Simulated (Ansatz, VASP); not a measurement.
Two plane-wave programs on SrO

The input INCAR:

```
PREC = Accurate
ENCUT = 600
EDIFF = 1E-7
ISMEAR = -1
SIGMA = 0.05
LREAL = F
LASPH = T
NELM = 120
ALGO = Normal
ISIF = 3
LWAVE = F
LCHARG = F
GGA = CA
IBRION = 2
NSW = 60
EDIFFG = -0.01
GGA_COMPAT = F
NELMIN = 4
```

KPOINTS

```
regular mesh
0
Gamma
  9 9 9
```

File POSCAR:

```
SrO
1.0
    0.0000000000      2.5663000000      2.5663000000
    2.5663000000      0.0000000000      2.5663000000
    2.5663000000      2.5663000000      0.0000000000
Sr O
1 1
Direct
    0.5000000000      0.5000000000      0.5000000000
    0.0000000000      0.0000000000      0.0000000000
```

Contents of input.yaml:

```yaml
crystal:
  lattice:
    - [0.0, 2.5663, 2.5663]
    - [2.5663, 0.0, 2.5663]
    - [2.5663, 2.5663, 0.0]
  atoms:
    - { symbol: Sr, position: [0.5, 0.5, 0.5] }
    - { symbol: O, position: [0.0, 0.0, 0.0] }
hamiltonian:
  xc: lda
  pseudopotentials: { kind: paw }
kpoints:
  mp_grid: { grid: [9, 9, 9] }
scf:
  occupations: { method: fermi_dirac, width: 0.05 }
output:
  forces: true
  stress: true
relax:
  f_tol: 0.01
  max_steps: 40
  cell: { stress_tol: 0.05 }
```

Alike in both runs: task relaxation of cell and atoms; functional LDA; k mesh 9 × 9 × 9; occupations fermi-dirac, width 0.05 eV; no spin polarisation.

|  | VASP | Ansatz |
| --- | --- | --- |
| version | VASP 6.6.1 | Ansatz 0.2.0 |
| potentials or method | VASP PAW LDA potentials, release 64 (Sr_sv, O) | Ansatz PAW |
| plane-wave cutoff (eV) | 600 | 420 |
| valence electrons in the cell | 16 | 16 |

Ansatz gave:

| Property | Result |
| --- | --- |
| relaxed volume (Å³/atom) | 16.24 |
| relaxed cell length with the largest relative difference (Å) | 3.581 |

Question: Which values does VASP return?

Answer: Relaxed volume (Å³/atom): 16.34; relaxed cell length with the largest relative difference (Å): 3.589.

LDA's correlation is that of Perdew and Zunger in VASP and of Perdew and Wang (1992) in Ansatz.

Noted on Ansatz's run: odd divisions of the mesh miss points on the zone boundary, where band edges often lie, so the gap on the mesh can be too wide; the plane-wave basis is chosen anew once the cell has moved, so the energies of steps on either side of that aren't comparable.
